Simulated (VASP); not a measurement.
Here is a VASP 6.6.1 calculation.

The input INCAR:

```
SYSTEM = InSb
ALGO     = Normal         ! electronic algorithm
EDIFF    = 1E-6           ! SCF threshold, eV
ENCUT    = 520            ! plane-wave cutoff, eV
GGA      = PE             ! functional
ISIF     = 2              ! what is computed and relaxed
ISMEAR   = -1             ! smearing method
LASPH    = .TRUE.         ! aspherical terms in the spheres
LCHARG   = .FALSE.        ! write CHGCAR
LREAL    = .FALSE.        ! projectors in reciprocal space
LWAVE    = .FALSE.        ! write WAVECAR
NBANDS   = 16             ! bands
NELM     = 60             ! most SCF steps
PREC     = Accurate       ! precision mode
SIGMA    = 0.05           ! smearing width, eV
```

KPOINTS

```
k-points
0
G
  11 11 11
  0 0 0
```

POSCAR

```
InSb
1.0
    0.0000000000      2.7560759953      2.7560759953
    2.7560759953      0.0000000000      2.7560759953
    2.7560759953      2.7560759953      0.0000000000
In Sb
1 1
Direct
    0.0000000000      0.0000000000      0.0000000000
    0.5000000000      0.5000000000      0.5000000000
```

Potentials or basis: VASP PAW PBE potentials, release 64 (In_d, Sb).

The run is started by

```console
$ cat potpaw_PBE.64/In_d/POTCAR potpaw_PBE.64/Sb/POTCAR > POTCAR
$ mpirun -np 1 vasp_std > vasp.out
```

**Question.** Predict the band gap on the k mesh.

**Answer.** Zero (bands 9 and 10 overlap by 3.88 eV).

**Question.** Estimate the pressure.

**Answer.** 35.0 GPa.

Caveat: the cell stands under pressure; spin-orbit coupling is left out, which moves the levels of the heavy elements.
